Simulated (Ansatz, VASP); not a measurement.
**One calculation of Cu2H3, two programs**

```
Cu H
1.0
     3.63916    0.00000    0.00000
     0.00000    3.63916    0.00000
     0.00000    0.00000    3.21423
Cu H
2 3
Direct
  0.00000 0.50000 0.50000
  0.50000 0.00000 0.50000
  0.00000 0.50000 0.00000
  0.50000 0.00000 0.00000
  0.50000 0.50000 0.50000
```

Alike in both runs: functional PBE; k mesh 6 × 6 × 6; occupations gaussian, width 0.1 eV; no spin polarisation.

Ansatz relaxed the structure, and its values are those at the end. VASP's run is a single point on that final structure, the one shown.

```csv
,VASP,Ansatz
version,VASP 6.6.1,Ansatz 0.2.0
potentials or method,"VASP PAW PBE potentials, release 64 (Cu, H), cutoff 520 eV","scalar-relativistic, plane waves, PAW"
valence electrons in the cell,25,41
```

Ansatz gave:

```
gap on the k mesh at the Fermi level (eV) : none
pressure (GPa)                            : 0.2
```

Problem. Which values does VASP return?

Solution. gap on the k mesh at the Fermi level (eV): none; pressure (GPa): 0.4.

A gap of «none» marks a metal or a gap that the smearing closes. VASP's potentials hold 25 valence electrons a cell and Ansatz's 41, so a difference there can come from the potentials and not from the codes.
